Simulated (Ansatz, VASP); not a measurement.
# One calculation of ZnCu, two programs

```
Zn Cu
1.0
     2.92055    0.00000    0.00000
     0.00000    2.92055    0.00000
     0.00000    0.00000    2.92055
Zn Cu
1 1
Direct
  0.50000 0.50000 0.50000
  0.00000 0.00000 0.04109
```

Alike in both runs: task electric field gradients; functional r2SCAN; k mesh 12 × 12 × 12; occupations fermi-dirac, width 0.05 eV; no spin polarisation.

|  | VASP | Ansatz |
| --- | --- | --- |
| version | VASP 6.6.1 | Ansatz 0.2.0 |
| potentials or method | VASP PAW PBE potentials, release 64 (Zn, Cu), cutoff 520 eV | all-electron PAW with datasets made for the crystal, scalar-relativistic |

```csv
,VASP,Ansatz,Ansatz less VASP
pressure (GPa),1.5,0.7,-0.77
"traceless stress, the component that is largest in VASP (GPa)",-0.64,-0.62,+0.023
rms of the force components (eV/Å),0.356,0.348,-0.0076
size of Vzz on the site where it differs most (V/Å²),1.2,0.8,-0.36
```

VASP's potentials were made for PBE, not for r2SCAN. Atom by atom the forces differ by 0.008 eV/Å (rms over components). Ansatz ran all-electron here, and VASP with PAW potentials.
